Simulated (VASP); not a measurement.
Wanted: the native input for a VASP 6.6.1 run.

```
Task                   : relaxation of cell and atoms
Functional             : PBE
Potentials or basis    : VASP PAW PBE potentials, release 64 (Mg, Zr_sv, N)
Cutoff                 : 600 eV
k mesh                 : 6 × 6 × 2
Occupations            : gaussian, width 0.1 eV
Spin                   : no spin polarisation
Dipole correction      : no
Further INCAR settings : ALGO = Normal; EDIFF = 1e-06; IBRION = 2; EDIFFG = -0.04; NSW = 90; ISIF = 3
```

The structure of MgZr2N lies in POSCAR:

```
MgZr2N
1.0
    3.3344551900      0.0000000000      0.0000000000
   -1.6672275900      2.8877229000      0.0000000000
    0.0000000000      0.0000000000      7.8399827700
Mg Zr N
1 2 1
Direct
    0.0000000000      0.0000000000      0.5000000000
    0.0000000000      0.0000000000      0.7650874100
    0.0000000000      0.0000000000      0.2349125900
    0.0000000000      0.0000000000      0.0000000000
```

One way to write it, as run:

INCAR

```
SYSTEM = MgZr2N
  PREC = Accurate
  ENCUT = 600
  EDIFF = 1E-6
  ISMEAR = 0
  SIGMA = 0.1
  LREAL = .False.
  LASPH = .True.
  NELM = 60
  ALGO = Normal
  ISIF = 3
  LWAVE = .False.
  LCHARG = .False.
  GGA = PE
  IBRION = 2
  NSW = 90
  EDIFFG = -0.04
```

KPOINTS

```
Automatic mesh
0
Gamma
  6 6 2
  0 0 0
```

Potentials or basis: VASP PAW PBE potentials, release 64 (Mg, Zr_sv, N).

Launch:

```console
$ cat potpaw_PBE.64/Mg/POTCAR potpaw_PBE.64/Zr_sv/POTCAR potpaw_PBE.64/N/POTCAR > POTCAR
$ mpirun -np 1 vasp_std > vasp.out
```

Results of the run:

```json
{"Relaxed volume": "23.19 Å³/atom", "Relaxed cell": "a = 3.265 Å, b = 3.265 Å, c = 10.045 Å, α = 90.00°, β = 90.00°, γ = 120.00°", "Space group after relaxing (to 0.05 Å)": "P6/mmm (No. 191)", "Energy gained by relaxing": "1386.2 meV/atom", "Ionic steps": "15", "Pressure after relaxing": "0.0 GPa", "Largest force after relaxing": "0.006 eV/Å"}
```

Caveat: the k points lie up to 0.37 Å⁻¹ apart in the final cell; the volume moved by over 15 % at a fixed basis, so the end points are rough.

Run time: 5.7 min on 1 thread of Intel Xeon 6975P-C (shared host), peak memory 0.24 GiB.
